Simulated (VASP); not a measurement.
Here is a VASP 6.6.1 calculation.

Contents of INCAR:

```
PREC = Accurate ; ENCUT = 600
EDIFF = 1E-7 ; ISMEAR = -1
SIGMA = 0.05 ; LREAL = F
LASPH = T ; NELM = 80
ALGO = Fast ; ISIF = 3
LWAVE = F ; LCHARG = F
GGA = PS ; IBRION = 2
NSW = 60 ; EDIFFG = -0.01
```

File KPOINTS:

```
Automatic mesh
0
Gamma
  10 10 10
```

File POSCAR:

```
Sn
1.0
   -1.8911382700      1.8977927600      1.8732002100
    1.8971113000     -1.9215372200      1.9029177100
    1.8832449900      1.9136439400     -1.8969446700
Sn
1
Direct
    0.0000000000      0.0000000000      0.0000000000
```

Potentials or basis: VASP PAW PBE potentials, release 64 (Sn_d).

The run is started by

```sh
$ cat potpaw_PBE.64/Sn_d/POTCAR > POTCAR
$ mpirun -np 1 vasp_std > vasp.out
```

Q: Predict the space group after relaxing (to 0.1 Å).

A: I4/mmm (No. 139).

Q: What does it give for the relaxed volume?

A: 26.25 Å³/atom.

Q: Predict the relaxed cell.

A: a = 3.253 Å, b = 3.254 Å, c = 3.256 Å, α = 113.22°, β = 102.16°, γ = 113.18°.

Q: Estimate the band gap on the k mesh.

A: Zero (bands 7 and 8 overlap by 10.22 eV).

Final structure:
```
CELL_PARAMETERS angstrom
-1.78305 2.04300 1.79753
1.78589 -2.05197 1.78569
1.79695 2.04650 -1.78433
ATOMIC_POSITIONS crystal
Sn 0.00000 0.00000 0.00000
```

Caveat: the PAW data sets were made with another functional, which shifts forces and pressure a little; spin-orbit coupling is left out, which moves the levels of the heavy elements.
